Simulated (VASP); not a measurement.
# TiN (dscan) (Fm-3m) in VASP: notebook

Runs on TiN (dscan). Level: r2SCAN. Tasks: single point.

Everything below comes from runs of VASP 6.6.1. Logs are shortened: lines on timing, memory, paths and dates and some standing lists are left out, and cuts for length are marked.

### 1 The cell of the first run

The structure is cubic, space group Fm-3m (No. 225). Conventional cell: a = 4.241 Å, b = 4.241 Å, c = 4.241 Å, α = 90.00°, β = 90.00°, γ = 90.00°. Ti (site symmetry m-3m) has 6 N at 2.12 Å within 2.8 Å. N (site symmetry m-3m) has 6 Ti at 2.12 Å within 2.8 Å.

### 2 Single point, r2SCAN

POSCAR reads:

```
TiN
1.0
    0.0000000000      2.1206234500      2.1206234500
    2.1206234500      0.0000000000      2.1206234500
    2.1206234500      2.1206234500      0.0000000000
Ti N
1 1
Direct
    0.0000000000      0.0000000000      0.0000000000
    0.5000000000      0.5000000000      0.5000000000
```

INCAR.step1 reads:

```
SYSTEM = TiN
ALGO = Normal
EDIFF = 1E-4
ENCUT = 520
GGA = PE
ISMEAR = 0
LASPH = .True.
LCHARG = .False.
LREAL = .False.
LWAVE = .True.
NBANDS = 16
NELM = 80
PREC = Accurate
SIGMA = 0.1
```

INCAR.step2 reads:

```
SYSTEM = TiN
ALGO = Normal
EDIFF = 1E-7
ENCUT = 520
ISIF = 2
ISMEAR = 0
ISTART = 1
LASPH = .True.
LCHARG = .False.
LMIXTAU = .True.
LREAL = .False.
LWAVE = .False.
METAGGA = R2SCAN
NBANDS = 16
NELM = 80
PREC = Accurate
SIGMA = 0.1
```

KPOINTS reads:

```
k-points
0
Gamma
  8 8 8
  0 0 0
```

Potentials or basis: VASP PAW PBE potentials, release 64 (Ti_sv, N).

The run is started by

```sh
$ cat potpaw_PBE.64/Ti_sv/POTCAR potpaw_PBE.64/N/POTCAR > POTCAR
$ cp INCAR.step1 INCAR
$ mpirun -np 1 vasp_std > vasp.out
$ cp INCAR.step2 INCAR
$ mpirun -np 1 vasp_std > vasp.out
```

OUTCAR:

```text
SYSTEM = TiN
   EDIFF = 1E-7
   ENCUT = 520
   ISIF = 2
   ISMEAR = 0
   ISTART = 1
   LASPH = .True.
   LREAL = .False.
   METAGGA = R2SCAN
   NELM = 80
   PREC = Accurate

 ion  position               nearest neighbor table
   1  0.000  0.000  0.000-   2 2.12   2 2.12   2 2.12   2 2.12   2 2.12   2 2.12
   2  0.500  0.500  0.500-   1 2.12   1 2.12   1 2.12   1 2.12   1 2.12   1 2.12

  LATTYP: Found a face centered cubic cell.
 ALAT       =     4.2412469000

  Lattice vectors:

 A1 = (   0.0000000000,   2.1206234500,   2.1206234500)
 A2 = (   2.1206234500,   0.0000000000,   2.1206234500)
 A3 = (   2.1206234500,   2.1206234500,   0.0000000000)

Analysis of symmetry for initial positions (statically):
=====================================================================
 Subroutine PRICEL returns:
 Original cell was already a primitive cell.

 Routine SETGRP: Setting up the symmetry group for a
 face centered cubic supercell.

 Subroutine GETGRP returns: Found 48 space group operations
 (whereof 48 operations were pure point group operations)
 out of a pool of 48 trial point group operations.

The static configuration has the point symmetry O_h .

Analysis of symmetry for dynamics (positions and initial velocities):
=====================================================================
 Subroutine PRICEL returns:
 Original cell was already a primitive cell.

 Routine SETGRP: Setting up the symmetry group for a
 face centered cubic supercell.

 Subroutine GETGRP returns: Found 48 space group operations
 (whereof 48 operations were pure point group operations)
 out of a pool of 48 trial point group operations.

The dynamic configuration has the point symmetry O_h .

 Subroutine INISYM returns: Found 48 space group operations
 (whereof 48 operations are pure point group operations),
 and found     1 'primitive' translations

----------------------------------------------------------------------------------------

                                     Primitive cell

  volume of cell :      19.0731

  direct lattice vectors                    reciprocal lattice vectors
     0.000000000  2.120623450  2.120623450    -0.235779718  0.235779718  0.235779718
     2.120623450  0.000000000  2.120623450     0.235779718 -0.235779718  0.235779718
     2.120623450  2.120623450  0.000000000     0.235779718  0.235779718 -0.235779718

  length of vectors
     2.999014444  2.999014444  2.999014444     0.408382452  0.408382452  0.408382452

  position of ions in fractional coordinates (direct lattice)
     0.000000000  0.000000000  0.000000000
     0.500000000  0.500000000  0.500000000

  ion indices of the primitive-cell ions
   primitive index   ion index
                 1           1
                 2           2

----------------------------------------------------------------------------------------

 KPOINTS: k-points

Automatic generation of k-mesh.
 Grid dimensions read from file:
 generate k-points for:    8    8    8

 Generating k-lattice:

  Cartesian coordinates                     Fractional coordinates (reciprocal lattice)
    -0.029472465  0.029472465  0.029472465     0.125000000  0.000000000  0.000000000
     0.029472465 -0.029472465  0.029472465     0.000000000  0.125000000  0.000000000
     0.029472465  0.029472465 -0.029472465     0.000000000  0.000000000  0.125000000

  Length of vectors
     0.051047806  0.051047806  0.051047806

  Shift w.r.t. Gamma in fractional coordinates (k-lattice)
     0.000000000  0.000000000  0.000000000

 Subroutine IBZKPT returns following result:
 ===========================================

 Found     29 irreducible k-points:

 Following reciprocal coordinates:
            Coordinates               Weight
  0.000000  0.000000  0.000000      1.000000
  0.125000  0.000000  0.000000      8.000000
  0.250000  0.000000  0.000000      8.000000
  0.375000  0.000000  0.000000      8.000000
  0.500000  0.000000  0.000000      4.000000
  0.125000  0.125000  0.000000      6.000000
[... 16 lines left out ...]
  0.500000  0.250000  0.125000     48.000000
 -0.375000  0.250000  0.125000     24.000000
 [... further k-points ...]
   k-points           NKPTS =     29   k-points in BZ     NKDIM =     29   number of bands    NBANDS=     16
   number of dos      NEDOS =    301   number of ions     NIONS =      2
   total plane-waves  NPLWV =  13824
   dimension x,y,z NGX =    24 NGY =   24 NGZ =   24
   dimension x,y,z NGXF=    48 NGYF=   48 NGZF=   48
   ions per type =               1   1
   NGX,Y,Z   is equivalent  to a cutoff of  13.30, 13.30, 13.30 a.u.
   NGXF,Y,Z  is equivalent  to a cutoff of  26.61, 26.61, 26.61 a.u.
 SYSTEM =  TiN
   PREC   = accura    normal or accurate (medium, high low for compatibility)
   ISTART =      1    job   : 0-new  1-cont  2-samecut
   ICHARG =      0    charge: 1-file 2-atom 10-const
   ISPIN  =      1    spin polarized calculation?
   LNONCOLLINEAR =      F non collinear calculations
   LSORBIT =      F    spin-orbit coupling
   LASPH  =      T    aspherical Exc in radial PAW
   ENCUT  =  520.0 eV  38.22 Ry    6.18 a.u.   5.58  5.58  5.58*2*pi/ulx,y,z
   NELM   =     80;   NELMIN=  2; NELMDL=  0     # of ELM steps
   EDIFF  = 0.1E-06   stopping-criterion for ELM
   LREAL  =      F    real-space projection
   EDIFFG = 0.1E-05   stopping-criterion for IOM
   NSW    =      0    number of steps for IOM
   IBRION =     -1    ionic relax: 0-MD 1-quasi-New 2-CG
   NFREE  =      0    steps in history (QN), initial steepest desc. (CG)
   ISIF   =      2    stress and relaxation
   ISYM   =      2    0-nonsym 1-usesym 2-fastsym
   POTIM  = 0.5000    time-step for ionic-motion
   TEBEG  =    0.0;   TEEND  =   0.0 temperature during run
   PSTRESS=    0.0 pullay stress
   NELECT =      17.0000    total number of electrons
   NUPDOWN=      -1.0000    fix difference up-down
   EMIN   =  10.00;   EMAX   =-10.00  energy-range for DOS
   EFERMI =   0.00;   METHOD = LEGACY
   ISMEAR =     0;   SIGMA  =   0.10  broadening in eV -4-tet -1-fermi 0-gaus
   EFERMI_NEDOS =   21; number of points for ismear=-14 and -15
   IALGO  =     38    algorithm
   IMIX   =      4    mixing-type and parameters
     AMIX     =   0.40;   BMIX     =  1.00
     AMIX_MAG =   1.60;   BMIX_MAG =  1.00
  volume/ion in A,a.u.               =       9.54        64.36
  Fermi-wavevector in a.u.,A,eV,Ry     =   1.575497  2.977258 33.772256  2.482191
  Thomas-Fermi vector in A             =   2.676472
   LORBIT       =      0    0 simple, 1 ext, 2 COOP (PROOUT), +10 PAW based schemes
   METAGGA = R2SCAN    functional components
   LHFCALC =     F    Hartree Fock is set to
   AEXX    =    0.0000 exact exchange contribution
   IVDW    =     0    specifies the selected vdW correction
   LEPSILON=     F    determine dielectric tensor
   LRPA    =     F    only Hartree local field effects (RPA)
 non-spin polarized calculation
 Gauss-broadening in eV      SIGMA  =   0.10
  energy-cutoff  :      520.00
  volume of cell :       19.07
 maximum number of plane-waves:       531
 NGX is ok and might be reduce to    24
   NGX = 11   NGY = 11   NGZ = 11

 number of electron      17.0000002 magnetization

 Free energy of the ion-electron system (eV)
  ---------------------------------------------------
  ext. energy  EPLUGINS =         0.00000000
  ---------------------------------------------------
  free energy    TOTEN  =       -26.00447965 eV

  energy without entropy =      -25.99591528  energy(sigma->0) =      -26.00019746

 E-fermi :  11.6761     XC(G=0): -13.8776

 val. band max:       11.6268350506   @ k =   0.1250   0.0000   0.0000
 cond. band min:      11.6888043871   @ k =   0.3750   0.1250   0.0000
 fundamental gap:      0.0619693366
 Fermi energy:        11.6760823692

 k-point     1 :       0.0000    0.0000    0.0000
  band No.  band energies     occupation
      1     -48.6997      2.00000
      2     -23.6372      2.00000
      3     -23.6371      2.00000
      4     -23.6371      2.00000
      5      -6.6083      2.00000
      6       9.2681      2.00000
[... 8 lines left out ...]
     15      25.5341      0.00000
     16      31.9482      0.00000

 k-point     2 :       0.1250    0.0000    0.0000
  band No.  band energies     occupation
      1     -48.6854      2.00000
      2     -23.7384      2.00000
      3     -23.6452      2.00000
      4     -23.6451      2.00000
      5      -6.3092      2.00000
      6       7.9050      2.00000
[... 8 lines left out ...]
     15      25.5931      0.00000
     16      31.4979      0.00000

 k-point     3 :       0.2500    0.0000    0.0000
  band No.  band energies     occupation
      1     -48.6507      2.00000
      2     -23.9764      2.00000
      3     -23.6643      2.00000
      4     -23.6643      2.00000
      5      -5.5299      2.00000
      6       5.7225      2.00000
[... 8 lines left out ...]
     15      25.1260      0.00000
     16      29.7904      0.00000

 k-point     4 :       0.3750    0.0000    0.0000
  band No.  band energies     occupation
      1     -48.6157      2.00000
      2     -24.2058      2.00000
      3     -23.6834      2.00000
      4     -23.6833      2.00000
      5      -4.6191      2.00000
      6       3.8992      2.00000
[... 8 lines left out ...]
     15      25.5544      0.00000
     16      27.6953      0.00000

 k-point     5 :       0.5000    0.0000    0.0000
  band No.  band energies     occupation
      1     -48.6011      2.00000
      2     -24.2986      2.00000
      3     -23.6912      2.00000
      4     -23.6911      2.00000
      5      -4.1734      2.00000
      6       3.1478      2.00000
[... 8 lines left out ...]
     15      26.2418      0.00000
     16      26.7610      0.00000

 k-point     6 :       0.1250    0.1250    0.0000
  band No.  band energies     occupation
      1     -48.6807      2.00000
      2     -23.7310      2.00000
      3     -23.6675      2.00000
      4     -23.6675      2.00000
      5      -6.2328      2.00000
      6       7.0983      2.00000
[... 8 lines left out ...]
     15      25.7698      0.00000
     16      30.9303      0.00000

 k-point     7 :       0.2500    0.1250    0.0000
  band No.  band energies     occupation
      1     -48.6528      2.00000
      2     -23.9046      2.00000
      3     -23.6969      2.00000
      4     -23.6835      2.00000
      5      -5.6816      2.00000
      6       5.7348      2.00000
[... 8 lines left out ...]
     15      25.5168      0.00000
     16      29.7742      0.00000

 k-point     8 :       0.3750    0.1250    0.0000
  band No.  band energies     occupation
      1     -48.6180      2.00000
      2     -24.1225      2.00000
      3     -23.7161      2.00000
      4     -23.7125      2.00000
      5      -4.9068      2.00000
      6       4.4450      2.00000
[... 8 lines left out ...]
     15      25.2040      0.00000
     16      27.7761      0.00000

 k-point     9 :       0.5000    0.1250    0.0000
  band No.  band energies     occupation
      1     -48.5966      2.00000
      2     -24.2506      2.00000
      3     -23.7463      2.00000
      4     -23.7139      2.00000
      5      -4.3464      2.00000
      6       3.5760      2.00000
[... 8 lines left out ...]
     15      25.7563      0.00000
     16      26.5258      0.00000
[... 172 lines left out ...]
 k-point    19 :       0.5000    0.3750    0.0000
  band No.  band energies     occupation
      1     -48.5745      2.00000
      2     -24.1414      2.00000
      3     -23.8759      2.00000
      4     -23.8223      2.00000
      5      -5.1038      2.00000
      6       5.2365      2.00000
[... 8 lines left out ...]
     15      24.4796      0.00000
     16      25.9109      0.00000

 k-point    20 :      -0.3750    0.3750    0.0000
  band No.  band energies     occupation
      1     -48.5723      2.00000
      2     -24.0812      2.00000
      3     -23.9958      2.00000
      4     -23.7902      2.00000
      5      -4.8224      2.00000
      6       5.4549      2.00000
[... 8 lines left out ...]
     15      23.8965      0.00000
     16      25.0976      0.00000

 k-point    21 :       0.5000    0.5000    0.0000
  band No.  band energies     occupation
      1     -48.5699      2.00000
      2     -24.1744      2.00000
      3     -23.8446      2.00000
      4     -23.8445      2.00000
      5      -5.2497      2.00000
      6       5.3828      2.00000
[... 8 lines left out ...]
     15      24.2551      0.00000
     16      26.5010      0.00000

 k-point    22 :       0.3750    0.2500    0.1250
  band No.  band energies     occupation
      1     -48.6250      2.00000
      2     -24.0177      2.00000
      3     -23.7805      2.00000
      4     -23.6969      2.00000
      5      -5.2041      2.00000
      6       4.8905      2.00000
[... 8 lines left out ...]
     15      25.1233      0.00000
     16      27.4379      0.00000

 k-point    23 :       0.5000    0.2500    0.1250
  band No.  band energies     occupation
      1     -48.5970      2.00000
      2     -24.1367      2.00000
      3     -23.8383      2.00000
      4     -23.7274      2.00000
      5      -4.7019      2.00000
      6       4.3326      2.00000
[... 8 lines left out ...]
     15      24.8153      0.00000
     16      26.3178      0.00000

 k-point    24 :      -0.3750    0.2500    0.1250
  band No.  band energies     occupation
      1     -48.5854      2.00000
      2     -24.1883      2.00000
      3     -23.8526      2.00000
      4     -23.7465      2.00000
      5      -4.4843      2.00000
      6       4.1143      2.00000
[... 8 lines left out ...]
     15      25.1029      0.00000
     16      26.0802      0.00000

 [... further k-points ...]
[... 5 lines left out ...]
  --------------------------------------------------------------------------------------
  -------------------------------------------------------------------------------------
  Total       -0.0112427     -0.0112427     -0.0112427      0.0000000      0.0000000     -0.0000000
  in kB       -0.9444098     -0.9444098     -0.9444098      0.0000000      0.0000000     -0.0000000
  external PRESSURE =      -0.9444098 kB  Pullay stress =       0.0000000 kB

 VOLUME and BASIS-vectors are now :
 -----------------------------------------------------------------------------
  energy-cutoff  :      520.00
  volume of cell :       19.07
      direct lattice vectors                 reciprocal lattice vectors
     0.000000000  2.120623450  2.120623450    -0.235779718  0.235779718  0.235779718
     2.120623450  0.000000000  2.120623450     0.235779718 -0.235779718  0.235779718
     2.120623450  2.120623450  0.000000000     0.235779718  0.235779718 -0.235779718

 POSITION                                       TOTAL-FORCE (eV/Angst)
 -----------------------------------------------------------------------------------
      0.00000      0.00000      0.00000        -0.000000     -0.000000      0.000000
      2.12062      2.12062      2.12062         0.000000      0.000000     -0.000000
 -----------------------------------------------------------------------------------
    total drift:                                0.000000     -0.000000     -0.000000

  FREE ENERGIE OF THE ION-ELECTRON SYSTEM (eV)
  ---------------------------------------------------
  free  energy   TOTEN  =       -26.0044796457 eV

  energy  without entropy=      -25.9959152820  energy(sigma->0) =      -26.00019746
```

Wall time 18 s (1 thread of Intel Xeon 6975P-C (Granite Rapids), shared host); peak memory 0.14 GiB.

What came out:

| Item | Value |
| --- | --- |
| Free energy | -26.0045 eV |
| Pressure | -0.1 GPa |

Levels at points of the mesh, in eV from the Fermi level:
```
           k point  band 5  band 6  band 7  band 8  band 9  band 10  band 11  band 12  band 13  band 14
(0.00, 0.00, 0.00)  -18.28   -2.41   -2.41   -2.41   -0.63    -0.63    -0.63     0.57     0.57     5.84
(0.50, 0.00, 0.00)  -15.85   -8.53   -5.93   -5.93    1.72     1.72     2.42     5.91     5.91     6.43
(0.50, 0.50, 0.00)  -16.93   -6.29   -3.64   -3.64   -3.11     1.65     2.43     2.43     3.68    11.14
```

Caveat: the PAW data sets were made with another functional, which shifts forces and pressure a little.

[end of part 1 of 2]
